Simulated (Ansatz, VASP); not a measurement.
**One calculation of HfOs, two programs**

```
Hf Os
1.0
     3.19794    0.00000    0.00000
     0.00000    3.19794    0.00000
     0.00000    0.00000    3.19794
Hf Os
1 1
Direct
  0.00000 0.00000 0.00000
  0.50000 0.50000 0.50000
```

Alike in both runs: functional LDA; k mesh 10 × 10 × 10; occupations fermi-dirac, width 0.05 eV; no spin polarisation.

Ansatz relaxed the structure, and its values are those at the end. VASP's run is a single point on that final structure, the one shown.

```csv
,VASP,Ansatz
version,VASP 6.6.1,Ansatz 0.2.0
potentials or method,"VASP PAW LDA potentials, release 64 (Hf_pv, Os)","PAW with Ansatz's default frozen-core files, scalar-relativistic"
plane-wave cutoff (eV),520,420
valence electrons in the cell,18,42
```

Ansatz gave:

| Property | Result |
| --- | --- |
| pressure (GPa) | 0.0 |

Question: Which values does VASP return?

Answer: Pressure (GPa): -0.2.

LDA's correlation is that of Perdew and Zunger in VASP and of Perdew and Wang (1992) in Ansatz. VASP's potentials hold 18 valence electrons a cell and Ansatz's 42, so a difference there can come from the potentials and not from the codes.

Spin-orbit coupling is off throughout.
